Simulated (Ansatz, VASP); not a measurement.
# ZnSe: VASP beside Ansatz

POSCAR

```
ZnSe
1.0
    0.0000000000      2.8324246719      2.8324246719
    2.8978536818      0.0000000000      2.8324246719
    2.8978536818      2.8324246719      0.0000000000
Zn Se
1 1
Direct
    0.0000000000      0.0000000000      0.0000000000
    0.2500000000      0.2500000000      0.2500000000
```

The input INCAR.step1:

```
PREC = Accurate
ENCUT = 520
ISMEAR = 0
SIGMA = 0.01
LREAL = False
LASPH = True
NELM = 80
NBANDS = 16
GGA = PE
ALGO = Normal
EDIFF = 1E-4
LWAVE = True
LCHARG = False
```

The input INCAR.step2:

```
PREC = Accurate
ENCUT = 520
EDIFF = 1E-7
ISMEAR = 0
SIGMA = 0.01
LREAL = False
LASPH = True
NELM = 80
ALGO = Normal
ISIF = 2
LWAVE = False
LCHARG = False
METAGGA = R2SCAN
LMIXTAU = True
NBANDS = 16
ISTART = 1
```

File KPOINTS:

```
regular mesh
0
Gamma
  8 8 8
```

Input for Ansatz:

```yaml
crystal:
  lattice:
    - [0.0, 2.8324246719, 2.8324246719]
    - [2.8978536818, 0.0, 2.8324246719]
    - [2.8978536818, 2.8324246719, 0.0]
  atoms:
    - { symbol: Zn, position: [0.0, 0.0, 0.0] }
    - { symbol: Se, position: [0.25, 0.25, 0.25] }
kpoints:
  mp_grid: { grid: [8, 8, 8] }
  band_path:
    path:
      - [0.0, 0.0, 0.0]
      - [-0.5, -0.5, 0.0]
      - [-0.375, -0.375, 0.25]
      - [-0.375, 0.0, 0.375]
      - [0.0, 0.0, 0.5]
      - [-0.5, -0.25, 0.25]
    npoints: 1
hamiltonian:
  xc: r2scan
scf:
  occupations: { method: fixed }
  n_extra_bands: 4
output:
  forces: true
  stress: true
  eigenvalues: true
```

Change from the starting cell: uniaxial_x strain +2.3%.

Alike in both runs: task single point; functional r2SCAN; k mesh 8 × 8 × 8; no spin polarisation.

```csv
,VASP,Ansatz
version,VASP 6.6.1,Ansatz 0.2.0
potentials or method,"VASP PAW PBE potentials, release 64 (Zn, Se)","plane waves, PAW"
plane-wave cutoff (eV),520,500
occupations,"gaussian, width 0.01 eV",fixed
valence electrons in the cell,18,28
```

|  | VASP | Ansatz | Ansatz less VASP |
| --- | --- | --- | --- |
| gap on the k mesh at the Fermi level (eV) | 1.74 | 1.74 | -0.002 |
| pressure (GPa) | -1.3 | -1.4 | -0.10 |
| traceless stress, the component that is largest in VASP (GPa) | -0.59 | -0.60 | -0.014 |

VASP's potentials were made for PBE, not for r2SCAN. VASP's potentials hold 18 valence electrons a cell and Ansatz's 28, so a difference there can come from the potentials and not from the codes.
